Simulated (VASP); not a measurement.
# Al (P6_3/mmc) in VASP: relaxation of shape and atoms at fixed volume with HSE06

Aim: the relaxation of shape and atoms at fixed volume of Al with HSE06.

Everything below comes from runs of VASP 6.6.1. Logs are shortened: lines on timing, memory, paths and dates and some standing lists are left out, and cuts for length are marked.

### 1 The cell of the first run

The structure is hexagonal, space group P6_3/mmc (No. 194). The conventional cell has a = 2.870 Å, b = 2.870 Å, c = 4.635 Å, α = 90.00°, β = 90.00°, γ = 120.00°. Al (site symmetry -6m2) has 12 Al at 2.85 to 2.87 Å within 3.8 Å.

This isn't the form of Al at room conditions, which is fcc.

### 2 Relaxation of shape and atoms at fixed volume, HSE06 (16.53 Å³/atom)

POSCAR

```
Al
1.0
    2.8695419305      0.0000000000      0.0000000000
   -1.4347709653      2.4850962090      0.0000000000
    0.0000000000      0.0000000000      4.6347003548
Al
2
Direct
    0.3333333333      0.6666666667      0.7500000000
    0.6666666667      0.3333333333      0.2500000000
```

INCAR.step1

```
SYSTEM = Al
PREC = Accurate
ENCUT = 600
EDIFF = 1E-5
ISMEAR = 0
SIGMA = 0.05
LREAL = .FALSE.
LASPH = .TRUE.
NELM = 100
ALGO = Normal
LWAVE = .TRUE.
LCHARG = .FALSE.
GGA = PE
NBANDS = 10
```

INCAR.step2

```
SYSTEM = Al
PREC = Accurate
ENCUT = 600
EDIFF = 1E-6
ISMEAR = 0
SIGMA = 0.05
LREAL = .FALSE.
LASPH = .TRUE.
NELM = 100
ALGO = Normal
ISIF = 4
LWAVE = .FALSE.
LCHARG = .FALSE.
GGA = PE
LHFCALC = .TRUE.
HFSCREEN = 0.2079
PRECFOCK = Normal
IBRION = 2
NSW = 60
EDIFFG = -0.01
ISTART = 1
```

KPOINTS

```
Automatic mesh
0
G
  8 8 6
  0 0 0
```

Potentials or basis: VASP PAW PBE potentials, release 64 (Al).

On the command line:

```
cat potpaw_PBE.64/Al/POTCAR > POTCAR
cp INCAR.step1 INCAR
mpirun -np 1 vasp_std > vasp.out
cp INCAR.step2 INCAR
mpirun -np 1 vasp_std > vasp.out
```

OUTCAR:

```text
SYSTEM = Al
   PREC = Accurate
   ENCUT = 600
   EDIFF = 1E-6
   ISMEAR = 0
   LREAL = .FALSE.
   LASPH = .TRUE.
   NELM = 100
   ISIF = 4
   GGA = PE
   LHFCALC = .TRUE.
   HFSCREEN = 0.2079
   PRECFOCK = Normal
   IBRION = 2
   NSW = 60
   EDIFFG = -0.01
   ISTART = 1

 ion  position               nearest neighbor table
   1  0.333  0.667  0.750-   2 2.85   2 2.85   2 2.85   2 2.85   2 2.85   2 2.85
   2  0.667  0.333  0.250-   1 2.85   1 2.85   1 2.85   1 2.85   1 2.85   1 2.85

  LATTYP: Found a hexagonal cell.
 ALAT       =     2.8695419305
 C/A-ratio  =     1.6151359580

  Lattice vectors:

 A1 = (   2.8695419305,   0.0000000000,   0.0000000000)
 A2 = (  -1.4347709653,   2.4850962090,   0.0000000000)
 A3 = (   0.0000000000,   0.0000000000,   4.6347003548)

Analysis of symmetry for initial positions (statically):
=====================================================================
 Subroutine PRICEL returns:
 Original cell was already a primitive cell.

 Routine SETGRP: Setting up the symmetry group for a
 hexagonal supercell.

 Subroutine GETGRP returns: Found 24 space group operations
 (whereof 12 operations were pure point group operations)
 out of a pool of 24 trial point group operations.

The static configuration has the point symmetry D_3d.
 The point group associated with its full space group is D_6h.

Analysis of symmetry for dynamics (positions and initial velocities):
=====================================================================
 Subroutine PRICEL returns:
 Original cell was already a primitive cell.

 Routine SETGRP: Setting up the symmetry group for a
 hexagonal supercell.

 Subroutine GETGRP returns: Found 24 space group operations
 (whereof 12 operations were pure point group operations)
 out of a pool of 24 trial point group operations.

The dynamic configuration has the point symmetry D_3d.
 The point group associated with its full space group is D_6h.

 Subroutine INISYM returns: Found 24 space group operations
 (whereof 12 operations are pure point group operations),
 and found     1 'primitive' translations

----------------------------------------------------------------------------------------

                                     Primitive cell

  volume of cell :      33.0505

  direct lattice vectors                    reciprocal lattice vectors
     2.869541931  0.000000000  0.000000000     0.348487677  0.201199454  0.000000000
    -1.434770965  2.485096209  0.000000000     0.000000000  0.402398908  0.000000000
     0.000000000  0.000000000  4.634700355     0.000000000  0.000000000  0.215763679

  length of vectors
     2.869541931  2.869541930  4.634700355     0.402398908  0.402398908  0.215763679

  position of ions in fractional coordinates (direct lattice)
     0.333333333  0.666666667  0.750000000
     0.666666667  0.333333333  0.250000000

  ion indices of the primitive-cell ions
   primitive index   ion index
                 1           1
                 2           2

----------------------------------------------------------------------------------------

 KPOINTS: Automatic mesh

Automatic generation of k-mesh.
 Grid dimensions read from file:
 generate k-points for:    8    8    6

 Generating k-lattice:

  Cartesian coordinates                     Fractional coordinates (reciprocal lattice)
     0.043560960  0.025149932  0.000000000     0.125000000  0.000000000  0.000000000
     0.000000000  0.050299863  0.000000000     0.000000000  0.125000000  0.000000000
     0.000000000  0.000000000  0.035960613     0.000000000  0.000000000  0.166666667

  Length of vectors
     0.050299863  0.050299863  0.035960613

  Shift w.r.t. Gamma in fractional coordinates (k-lattice)
     0.000000000  0.000000000  0.000000000

 Subroutine IBZKPT returns following result:
 ===========================================

 Found     40 irreducible k-points:

 Following reciprocal coordinates:
            Coordinates               Weight
  0.000000  0.000000  0.000000      1.000000
  0.125000  0.000000  0.000000      6.000000
  0.250000  0.000000  0.000000      6.000000
  0.375000  0.000000  0.000000      6.000000
  0.500000  0.000000  0.000000      3.000000
  0.125000  0.125000  0.000000      6.000000
[... 16 lines left out ...]
  0.250000  0.000000  0.333333     12.000000
  0.375000  0.000000  0.333333     12.000000
 [... further k-points ...]
   k-points           NKPTS =     40   k-points in BZ     NKDIM =    384   number of bands    NBANDS=      7
   number of dos      NEDOS =    301   number of ions     NIONS =      2
   total plane-waves  NPLWV =  23040
   dimension x,y,z NGX =    24 NGY =   24 NGZ =   40
   dimension x,y,z NGXF=    48 NGYF=   48 NGZF=   80
   ions per type =               2
   NGX,Y,Z   is equivalent  to a cutoff of  13.90, 13.90, 14.35 a.u.
   NGXF,Y,Z  is equivalent  to a cutoff of  27.81, 27.81, 28.70 a.u.
 SYSTEM =  Al
   PREC   = accura    normal or accurate (medium, high low for compatibility)
   ISTART =      1    job   : 0-new  1-cont  2-samecut
   ICHARG =      0    charge: 1-file 2-atom 10-const
   ISPIN  =      1    spin polarized calculation?
   LNONCOLLINEAR =      F non collinear calculations
   LSORBIT =      F    spin-orbit coupling
   LASPH  =      T    aspherical Exc in radial PAW
   ENCUT  =  600.0 eV  44.10 Ry    6.64 a.u.   5.73  5.73  9.26*2*pi/ulx,y,z
   NELM   =    100;   NELMIN=  2; NELMDL=  0     # of ELM steps
   EDIFF  = 0.1E-05   stopping-criterion for ELM
   LREAL  =      F    real-space projection
   EDIFFG = -.1E-01   stopping-criterion for IOM
   NSW    =     60    number of steps for IOM
   IBRION =      2    ionic relax: 0-MD 1-quasi-New 2-CG
   NFREE  =      1    steps in history (QN), initial steepest desc. (CG)
   ISIF   =      4    stress and relaxation
   ISYM   =      3    0-nonsym 1-usesym 2-fastsym
   POTIM  = 0.5000    time-step for ionic-motion
   TEBEG  =    0.0;   TEEND  =   0.0 temperature during run
   PSTRESS=    0.0 pullay stress
   NELECT =       6.0000    total number of electrons
   NUPDOWN=      -1.0000    fix difference up-down
   EMIN   =  10.00;   EMAX   =-10.00  energy-range for DOS
   EFERMI =   0.00;   METHOD = LEGACY
   ISMEAR =     0;   SIGMA  =   0.05  broadening in eV -4-tet -1-fermi 0-gaus
   EFERMI_NEDOS =   21; number of points for ismear=-14 and -15
   IALGO  =     38    algorithm
   IMIX   =      1    mixing-type and parameters
     AMIX     =   0.40;   BMIX     =  1.00
     AMIX_MAG =   1.60;   BMIX_MAG =  1.00
  volume/ion in A,a.u.               =      16.53       111.52
  Fermi-wavevector in a.u.,A,eV,Ry     =   0.926971  1.751721 11.691147  0.859275
  Thomas-Fermi vector in A             =   2.052991
   LORBIT       =      0    0 simple, 1 ext, 2 COOP (PROOUT), +10 PAW based schemes
   GGA     = PE    functional components
   LHFCALC =     T    Hartree Fock is set to
   PRECFOCK=normal    Normal, Fast or Accurate (Low or Medium for compatibility)
   ENCUT4O =  -1.0   cutoff for four orbital integrals eV
   NKREDX  =     1    reduce k-point grid by
   NKREDY  =     1    reduce k-point grid by
   NKREDZ  =     1    reduce k-point grid by
   AEXX    =    0.2500 exact exchange contribution
   HFSCREEN=    0.2079 screening length (either q_TF or 0.3 A-1)
   HFSCREENC=   0.2079 screening length for correlation (either q_TF or 0.3 A-1)
   ENCUTFOCK=  -1.0 apply spherical cutoff to Coloumb kernel
   IVDW    =     0    specifies the selected vdW correction
   LEPSILON=     F    determine dielectric tensor
   LRPA    =     F    only Hartree local field effects (RPA)
 conjugate gradient relaxation of ions
 non-spin polarized calculation
 Gauss-broadening in eV      SIGMA  =   0.05
  energy-cutoff  :      600.00
  volume of cell :       33.05
 maximum number of plane-waves:      1124
 NGX is ok and might be reduce to    24
  NGX = 18; NGY = 18; NGZ = 30

--------------------------------------- Ionic step        1  -------------------------------------------

 number of electron       6.0000000 magnetization

 Free energy of the ion-electron system (eV)
  ---------------------------------------------------
  ext. energy  EPLUGINS =         0.00000000
  ---------------------------------------------------
  free energy    TOTEN  =        -8.11991454 eV

  energy without entropy =       -8.11737262  energy(sigma->0) =       -8.11864358

------------------------ aborting loop because EDIFF is reached ----------------------------------------

  FORCE on cell =-STRESS in cart. coord.  units (eV):
  Direction    XX          YY          ZZ          XY          YZ          ZX
  --------------------------------------------------------------------------------------
  -------------------------------------------------------------------------------------
  Total        0.0532733      0.0532733     -0.4183109     -0.0000000      0.0000000      0.0000000
  in kB        2.5825121      2.5825121    -20.2783345     -0.0000000      0.0000000      0.0000000
  external PRESSURE =      -5.0377701 kB  Pullay stress =       0.0000000 kB
[... 57 lines left out ...]
  energy  without entropy=       -8.1192184893  energy(sigma->0) =       -8.12034425

--------------------------------------- Ionic step        3  -------------------------------------------

 number of electron       6.0000000 magnetization

 Free energy of the ion-electron system (eV)
  ---------------------------------------------------
  ext. energy  EPLUGINS =         0.00000000
  ---------------------------------------------------
  free energy    TOTEN  =        -8.12149088 eV

  energy without entropy =       -8.11920735  energy(sigma->0) =       -8.12034911

 E-fermi :   7.9208     XC(G=0):  -8.4094

 val. band max:        7.9166605359   @ k =   0.2500   0.1250   0.1667
 cond. band min:       7.9562793154   @ k =   0.3750   0.1250   0.0000
 fundamental gap:      0.0396187795
 Fermi energy:         7.9207653468

 k-point     1 :       0.0000    0.0000    0.0000
  band No.  band energies     occupation
      1      -4.7121      2.00000
      2       2.8426      2.00000
      3       3.2887      2.00000
      4      19.1397      0.00000
      5      19.1397      0.00000
      6      19.6445      0.00000
      7      19.6445      0.00000
[... 221 lines left out ...]
 k-point    24 :       0.3750    0.0000    0.3333
  band No.  band energies     occupation
      1      -0.1209      2.00000
      2       2.4434      2.00000
      3       6.4946      2.00000
      4       8.9236      0.00000
      5      12.4431      0.00000
      6      14.9873      0.00000
      7      16.3404      0.00000

 [... further k-points ...]

------------------------ aborting loop because EDIFF is reached ----------------------------------------

  FORCE on cell =-STRESS in cart. coord.  units (eV):
  Direction    XX          YY          ZZ          XY          YZ          ZX
  --------------------------------------------------------------------------------------
  -------------------------------------------------------------------------------------
  Total       -0.0925621     -0.0925621     -0.0877798      0.0000000     -0.0000000     -0.0000000
  in kB       -4.4871053     -4.4871053     -4.2552759      0.0000000     -0.0000000     -0.0000000
  external PRESSURE =      -4.4098288 kB  Pullay stress =       0.0000000 kB
[... 17 lines left out ...]
  FREE ENERGIE OF THE ION-ELECTRON SYSTEM (eV)
  ---------------------------------------------------
  free  energy   TOTEN  =        -8.1214908810 eV

  energy  without entropy=       -8.1192073456  energy(sigma->0) =       -8.12034911

 reached required accuracy - stopping structural energy minimisation
```

It took 41 min on 1 thread of Oxide Virtual Turin-like, shared host; peak memory 0.25 GiB.

Results:

```
Free energy               : -8.1215 eV
Energy gained by relaxing : 0.8 meV/atom
Ionic steps               : 3
Pressure after relaxing   : -0.4 GPa
Band gap on the k mesh    : zero (bands 3 and 4 overlap by 8.75 eV)
```

Step by step:
```tsv
step	energy change (eV)	largest force (eV/Å)	pressure (GPa)	volume (Å³)
1	0.0000	0.0000	-0.50	33.05
2	-0.0016	0.0000	-0.43	33.05
3	-0.0016	0.0000	-0.44	33.05
```

Final structure:
```
Al
1.0
     2.87936    0.00000    0.00000
    -1.43968    2.49360    0.00000
     0.00000    0.00000    4.60314
Al
2
Direct
  0.33333 0.66667 0.75000
  0.66667 0.33333 0.25000
```

Levels at points of the mesh, in eV from the Fermi level:
```
           k point  band 1  band 2  band 3  band 4  band 5  band 6
(0.00, 0.00, 0.00)  -12.63   -5.08   -4.63   11.22   11.22   11.72
(0.50, 0.00, 0.00)   -6.16   -5.89    0.78    1.62    1.82    2.24
(0.00, 0.00, 0.50)  -10.68  -10.68    4.38    4.38   12.61   12.61
(0.50, 0.00, 0.50)   -4.48   -4.48   -3.63   -3.63    7.62    7.62
```

Caveat: the PAW data sets were made with another functional, which shifts forces and pressure a little.

The gap in the log of VASP goes by the Fermi energy; the results here count the filled bands.